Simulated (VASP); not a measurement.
# BO2 (P1) in VASP: single point with PBE

Aim: the single point of BO2 with PBE.

Program: VASP 6.6.1. These are calculated values, not measurements. Logs are shortened: lines on timing, memory, paths and dates and some standing lists are left out, and cuts for length are marked.

## 1. The cell of the first run

The typed cell holds 6 atoms: a = 4.438 Å, b = 4.548 Å, c = 4.461 Å, α = 60.02°, β = 60.02°, γ = 61.35°.

## 2. Single point, PBE

File INCAR:

```
SYSTEM = BO2
PREC = Accurate
ENCUT = 600
EDIFF = 1E-6
ISMEAR = 0
SIGMA = 0.1
LREAL = .FALSE.
LASPH = .TRUE.
NELM = 120
ALGO = Normal
ISIF = 2
LWAVE = .FALSE.
LCHARG = .FALSE.
GGA = PE
NBANDS = 24
GGA_COMPAT = .FALSE.
```

File KPOINTS:

```
Automatic mesh
0
G
  6 6 6
  0 0 0
```

File POSCAR:

```
BO2
1.0
   -0.0103382817      3.1558382618      3.1210033458
    3.2500191829     -0.0675008349      3.1802855498
    3.1740921234      3.1350793479      0.0105915404
B O
2 4
Direct
    0.4928785355      0.3503793745      0.4958003406
    0.7569730612      0.5662753602      0.7542415878
   -0.2593783338      0.4626410789      0.1241265568
    0.5122250470      0.4500540305     -0.2556657519
    0.6231625802     -0.0416493083      0.6224694843
    0.1241391099      0.4622994642      0.5090277825
```

Potentials or basis: VASP PAW PBE potentials, release 64 (B, O).

On the command line:

```bash
$ cat potpaw_PBE.64/B/POTCAR potpaw_PBE.64/O/POTCAR > POTCAR
$ mpirun -np 1 vasp_std > vasp.out
```

OUTCAR:

```text
SYSTEM = BO2
   PREC = Accurate
   ENCUT = 600
   EDIFF = 1E-6
   ISMEAR = 0
   LREAL = .FALSE.
   LASPH = .TRUE.
   NELM = 120
   ISIF = 2
   GGA = PE

 ion  position               nearest neighbor table
   1  0.493  0.350  0.496-   6 1.44   4 1.44   3 1.45   5 1.47
   2  0.757  0.566  0.754-   6 1.44   4 1.44   3 1.44   5 1.47
   3  0.741  0.463  0.124-   2 1.44   1 1.45
   4  0.512  0.450  0.744-   1 1.44   2 1.44
   5  0.623  0.958  0.622-   1 1.47   2 1.47
   6  0.124  0.462  0.509-   2 1.44   1 1.44

  LATTYP: Found a triclinic cell.
 ALAT       =     7.7290805525
 B/A-ratio  =     1.4094927737
 C/A-ratio  =     0.5883856938
 COS(alpha) =     0.0010761214
 COS(beta)  =     0.3014785712
 COS(gamma) =     0.9388844963

  Lattice vectors:

 A1 = (   6.3585225285,   3.1143204340,  -3.0998202650)
 A2 = (   6.2825954690,   6.3169006168,  -6.2695142744)
 A3 = (   3.2500191829,  -0.0675008349,   3.1802855498)

Analysis of symmetry for initial positions (statically):
=====================================================================
 Subroutine PRICEL returns:
 Original cell was already a primitive cell.

 Routine SETGRP: Setting up the symmetry group for a
 triclinic supercell.

 Subroutine GETGRP returns: Found  1 space group operations
 (whereof  1 operations were pure point group operations)
 out of a pool of  2 trial point group operations.

The static configuration has the point symmetry C_1 .

Analysis of symmetry for dynamics (positions and initial velocities):
=====================================================================
 Subroutine PRICEL returns:
 Original cell was already a primitive cell.

 Routine SETGRP: Setting up the symmetry group for a
 triclinic supercell.

 Subroutine GETGRP returns: Found  1 space group operations
 (whereof  1 operations were pure point group operations)
 out of a pool of  2 trial point group operations.

The dynamic configuration has the point symmetry C_1 .

 Subroutine INISYM returns: Found  1 space group operations
 (whereof  1 operations are pure point group operations),
 and found     1 'primitive' translations

----------------------------------------------------------------------------------------

                                     Primitive cell

  volume of cell :      64.3199

  direct lattice vectors                    reciprocal lattice vectors
    -0.010338282  3.155838262  3.121003346    -0.155024473  0.156407157  0.161743377
     3.250019183 -0.067500835  3.180285550     0.151604156 -0.154018551  0.156239808
     3.174092123  3.135079348  0.010591540     0.159315129  0.158212241 -0.159450389

  length of vectors
     4.438477656  4.547680423  4.461355792     0.273233794  0.266676605  0.275384913

  position of ions in fractional coordinates (direct lattice)
     0.492878535  0.350379375  0.495800341
     0.756973061  0.566275360  0.754241588
     0.740621666  0.462641079  0.124126557
     0.512225047  0.450054030  0.744334248
     0.623162580  0.958350692  0.622469484
     0.124139110  0.462299464  0.509027782

  ion indices of the primitive-cell ions
   primitive index   ion index
                 1           1
                 2           2
                 3           3
                 4           4
                 5           5
                 6           6

----------------------------------------------------------------------------------------

 KPOINTS: Automatic mesh

Automatic generation of k-mesh.
 Grid dimensions read from file:
 generate k-points for:    6    6    6

 Generating k-lattice:

  Cartesian coordinates                     Fractional coordinates (reciprocal lattice)
    -0.025837412  0.026067860  0.026957230     0.166666667 -0.000000000 -0.000000000
     0.025267359 -0.025669759  0.026039968    -0.000000000  0.166666667 -0.000000000
     0.026552522  0.026368707 -0.026575065     0.000000000 -0.000000000  0.166666667

  Length of vectors
     0.045538966  0.044446101  0.045897485

  Shift w.r.t. Gamma in fractional coordinates (k-lattice)
     0.000000000  0.000000000  0.000000000

 Subroutine IBZKPT returns following result:
 ===========================================

 Found    112 irreducible k-points:

 Following reciprocal coordinates:
            Coordinates               Weight
  0.000000  0.000000  0.000000      1.000000
  0.166667 -0.000000  0.000000      2.000000
  0.333333 -0.000000 -0.000000      2.000000
  0.500000  0.000000  0.000000      1.000000
  0.000000  0.166667 -0.000000      2.000000
  0.166667  0.166667  0.000000      2.000000
[... 16 lines left out ...]
  0.333333 -0.000000  0.166667      2.000000
  0.500000 -0.000000  0.166667      2.000000
 [... further k-points ...]
   k-points           NKPTS =    112   k-points in BZ     NKDIM =    112   number of bands    NBANDS=     24
   number of dos      NEDOS =    301   number of ions     NIONS =      6
   total plane-waves  NPLWV =  46656
   dimension x,y,z NGX =    36 NGY =   36 NGZ =   36
   dimension x,y,z NGXF=    72 NGYF=   72 NGZF=   72
   ions per type =               2   4
   NGX,Y,Z   is equivalent  to a cutoff of  13.48, 13.16, 13.41 a.u.
   NGXF,Y,Z  is equivalent  to a cutoff of  26.97, 26.32, 26.83 a.u.
 SYSTEM =  BO2
   PREC   = accura    normal or accurate (medium, high low for compatibility)
   ISTART =      0    job   : 0-new  1-cont  2-samecut
   ICHARG =      2    charge: 1-file 2-atom 10-const
   ISPIN  =      1    spin polarized calculation?
   LNONCOLLINEAR =      F non collinear calculations
   LSORBIT =      F    spin-orbit coupling
   LASPH  =      T    aspherical Exc in radial PAW
   ENCUT  =  600.0 eV  44.10 Ry    6.64 a.u.   8.86  9.08  8.91*2*pi/ulx,y,z
   NELM   =    120;   NELMIN=  2; NELMDL= -5     # of ELM steps
   EDIFF  = 0.1E-05   stopping-criterion for ELM
   LREAL  =      F    real-space projection
   EDIFFG = 0.1E-04   stopping-criterion for IOM
   NSW    =      0    number of steps for IOM
   IBRION =     -1    ionic relax: 0-MD 1-quasi-New 2-CG
   NFREE  =      0    steps in history (QN), initial steepest desc. (CG)
   ISIF   =      2    stress and relaxation
   ISYM   =      2    0-nonsym 1-usesym 2-fastsym
   POTIM  = 0.5000    time-step for ionic-motion
   TEBEG  =    0.0;   TEEND  =   0.0 temperature during run
   PSTRESS=    0.0 pullay stress
   NELECT =      30.0000    total number of electrons
   NUPDOWN=      -1.0000    fix difference up-down
   EMIN   =  10.00;   EMAX   =-10.00  energy-range for DOS
   EFERMI =   0.00;   METHOD = LEGACY
   ISMEAR =     0;   SIGMA  =   0.10  broadening in eV -4-tet -1-fermi 0-gaus
   EFERMI_NEDOS =   21; number of points for ismear=-14 and -15
   IALGO  =     38    algorithm
   IMIX   =      4    mixing-type and parameters
     AMIX     =   0.40;   BMIX     =  1.00
     AMIX_MAG =   1.60;   BMIX_MAG =  1.00
  volume/ion in A,a.u.               =      10.72        72.34
  Fermi-wavevector in a.u.,A,eV,Ry     =   1.269599  2.399195 21.930998  1.611883
  Thomas-Fermi vector in A             =   2.402632
   LORBIT       =      0    0 simple, 1 ext, 2 COOP (PROOUT), +10 PAW based schemes
   GGA     = PE    functional components
   LHFCALC =     F    Hartree Fock is set to
   AEXX    =    0.0000 exact exchange contribution
   IVDW    =     0    specifies the selected vdW correction
   LEPSILON=     F    determine dielectric tensor
   LRPA    =     F    only Hartree local field effects (RPA)
 non-spin polarized calculation
 Gauss-broadening in eV      SIGMA  =   0.10
  energy-cutoff  :      600.00
  volume of cell :       64.32
 maximum number of plane-waves:      2165
   NGX = 17   NGY = 19   NGZ = 17

 number of electron      30.0000001 magnetization

 Free energy of the ion-electron system (eV)
  ---------------------------------------------------
  ext. energy  EPLUGINS =         0.00000000
  ---------------------------------------------------
  free energy    TOTEN  =       -42.78378265 eV

  energy without entropy =      -42.76235585  energy(sigma->0) =      -42.77306925

 E-fermi :  -0.8784     XC(G=0):  -9.0206

 val. band max:       -0.8846170403   @ k =   0.5000  -0.0000   0.5000
 cond. band min:      -0.8749754581   @ k =  -0.3333   0.1667   0.5000
 fundamental gap:      0.0096415822
 Fermi energy:        -0.8784155088

 k-point     1 :       0.0000    0.0000    0.0000
  band No.  band energies     occupation
      1     -21.3500      2.00000
      2     -18.3144      2.00000
      3     -18.2567      2.00000
      4     -18.2170      2.00000
      5     -10.9737      2.00000
      6      -7.6197      2.00000
[... 16 lines left out ...]
     23      14.4004      0.00000
     24      14.4964      0.00000

 k-point     2 :       0.1667   -0.0000    0.0000
  band No.  band energies     occupation
      1     -21.2374      2.00000
      2     -18.4984      2.00000
      3     -18.3059      2.00000
      4     -18.2375      2.00000
      5     -10.7531      2.00000
      6      -7.6516      2.00000
[... 16 lines left out ...]
     23      14.6380      0.00000
     24      14.9540      0.00000

 k-point     3 :       0.3333   -0.0000   -0.0000
  band No.  band energies     occupation
      1     -20.9531      2.00000
      2     -18.9762      2.00000
      3     -18.3611      2.00000
      4     -18.2546      2.00000
      5     -10.3187      2.00000
      6      -7.5504      2.00000
[... 16 lines left out ...]
     23      14.0644      0.00000
     24      15.1721      0.00000
[... 514 lines left out ...]
 k-point    23 :       0.3333   -0.0000    0.1667
  band No.  band energies     occupation
      1     -20.9491      2.00000
      2     -18.9557      2.00000
      3     -18.3806      2.00000
      4     -18.2753      2.00000
      5     -10.1782      2.00000
      6      -7.8165      2.00000
[... 16 lines left out ...]
     23      14.3364      0.00000
     24      14.8166      0.00000

 k-point    24 :       0.5000   -0.0000    0.1667
  band No.  band energies     occupation
      1     -20.6706      2.00000
      2     -19.3433      2.00000
      3     -18.4221      2.00000
      4     -18.2930      2.00000
      5      -9.8675      2.00000
      6      -7.7124      2.00000
[... 16 lines left out ...]
     23      13.9669      0.00000
     24      14.3223      0.00000

 [... further k-points ...]

------------------------ aborting loop because EDIFF is reached ----------------------------------------

  FORCE on cell =-STRESS in cart. coord.  units (eV):
  Direction    XX          YY          ZZ          XY          YZ          ZX
  --------------------------------------------------------------------------------------
  -------------------------------------------------------------------------------------
  Total       -0.0209785     -0.0341853     -0.0239823      0.0230908      0.0154632     -0.0173648
  in kB       -0.5225646     -0.8515385     -0.5973870      0.5751792      0.3851799     -0.4325473
  external PRESSURE =      -0.6571634 kB  Pullay stress =       0.0000000 kB

 VOLUME and BASIS-vectors are now :
 -----------------------------------------------------------------------------
  energy-cutoff  :      600.00
  volume of cell :       64.32
      direct lattice vectors                 reciprocal lattice vectors
    -0.010338282  3.155838262  3.121003346    -0.155024473  0.156407157  0.161743377
     3.250019183 -0.067500835  3.180285550     0.151604156 -0.154018551  0.156239808
     3.174092123  3.135079348  0.010591540     0.159315129  0.158212241 -0.159450389

 POSITION                                       TOTAL-FORCE (eV/Angst)
 -----------------------------------------------------------------------------------
      2.70736      3.08617      2.65783        -0.017205      0.016417     -0.018661
      4.22661      4.71527      4.17142         0.016288     -0.020200      0.015242
      1.88992      2.69520      3.78413        -0.000650      0.002360      0.002783
      3.81997      3.91967      3.03784         0.000693     -0.000761      0.000195
      5.08399      3.85340      4.99931        -0.000334      0.000361      0.000768
      3.11690      1.95640      1.86307         0.001208      0.001824     -0.000327
 -----------------------------------------------------------------------------------
    total drift:                                0.000830      0.000566      0.000323

  FREE ENERGIE OF THE ION-ELECTRON SYSTEM (eV)
  ---------------------------------------------------
  free  energy   TOTEN  =       -42.7837826474 eV

  energy  without entropy=      -42.7623558521  energy(sigma->0) =      -42.77306925
```

Run time: 5.1 min. Hardware: 1 thread of Intel Xeon 8259CL, shared host; peak memory 0.3 GiB.

What came out:

```yaml
Free_energy: -42.7838 eV
Pressure: -0.1 GPa
Largest_force: 0.030 eV/Å
Band_gap_on_the_k_mesh: zero (bands 15 and 16 overlap by 0.56 eV)
```

Forces in eV/Å, atoms in the order of the input:
```
B   -0.017  0.016 -0.019
B    0.016 -0.020  0.015
O   -0.001  0.002  0.003
O    0.001 -0.001  0.000
O    0.000  0.000  0.001
O    0.001  0.002  0.000
```

Stress tensor (GPa, compression positive):
```
-0.05  0.06 -0.04
 0.06 -0.09  0.04
-0.04  0.04 -0.06
```
